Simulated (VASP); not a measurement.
Ir: single point with r2SCAN

The system is Ir.

```xyz
2
Lattice="2.7514 0.0000 0.0000 -1.3757 2.3828 0.0000 0.0000 0.0000 4.4623" Properties=species:S:1:pos:R:3 pbc="T T T"
Ir    1.3757    0.7943    3.3467
Ir    0.0000    1.5885    1.1156
```

This isn't the form of Ir at room conditions, which is fcc.

```yaml
Program: VASP 6.6.1
Task: single point
Functional: r2SCAN
Potentials_or_basis: VASP PAW PBE potentials, release 64 (Ir_sv_GW)
Cutoff: 550 eV
k_mesh: 14 × 14 × 8
Occupations: fermi-dirac, width 0.08 eV
Spin: collinear spin
Starting_moments: "[0.1, 0.1] μB"
Fixed_moment: 0.2 μB
Dipole_correction: no
Further_INCAR_settings: ALGO = Normal; EDIFF = 1e-06; NBANDS = 28
```

| Property | Result |
| --- | --- |
| Pressure | -10.6 GPa |
| Net moment | 0.20 μB per cell |
| Site moments | Ir +0.12 μB |
| Valence electrons inside the program's atomic spheres | Ir 16.10 |

Stress tensor (GPa, compression positive):
```
-10.37   0.00   0.00
  0.00 -10.37   0.00
  0.00   0.00 -11.15
```

It took 12 min on 1 thread of Intel(R) Xeon(R) Platinum 8259CL CPU @ 2.50GHz (Skylake/Cascade Lake) (shared host), peak memory 0.3 GiB.

Caveat: the cell stands under tension; the PAW data sets were made with another functional, which shifts forces and pressure a little; the total moment is fixed, so each spin has its own Fermi level.
